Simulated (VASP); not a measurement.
## W: single point with PBE

The system is W.

```
W
1.0
     2.64166    0.00000    0.00000
     0.00000    2.64166    0.00000
     0.00000    0.00000    2.64166
W
1
Direct
  0.00000 0.00000 0.00000
```

- Program: VASP 6.6.1
- Task: single point
- Functional: PBE
- Potentials or basis: VASP PAW PBE potentials, release 64 (W_sv)
- Cutoff: 520 eV
- k mesh: 8 × 8 × 8
- Occupations: methfessel-paxton, width 0.1 eV
- Spin: no spin polarisation
- Dipole correction: no
- Further INCAR settings: ALGO = Normal; EDIFF = 1e-06; NBANDS = 13

The pressure is 0.5 GPa. The band gap on the k mesh is zero (band 7 reaches 11.14 eV, above the bottom of band 8 at 8.93 eV).

Levels at points of the mesh, in eV from the Fermi level:
| k point | band 5 | band 6 | band 7 | band 8 | band 9 | band 10 |
| --- | --- | --- | --- | --- | --- | --- |
| (0.00, 0.00, 0.00) | -8.61 | -4.38 | -4.38 | 4.57 | 4.57 | 4.57 |
| (0.50, 0.00, 0.00) | -5.14 | -3.42 | -0.83 | 0.84 | 0.84 | 4.96 |
| (0.50, 0.50, 0.00) | -5.55 | -2.98 | 1.60 | 1.60 | 4.62 | 4.62 |
| (0.50, 0.50, 0.50) | -3.92 | -3.92 | -3.92 | 7.29 | 7.46 | 7.46 |

Run time: 7 s on 1 thread of Intel Xeon 8259CL, with other jobs on the host, peak memory 0.13 GiB.

Caveat: spin-orbit coupling is left out, which moves the levels of the heavy elements.
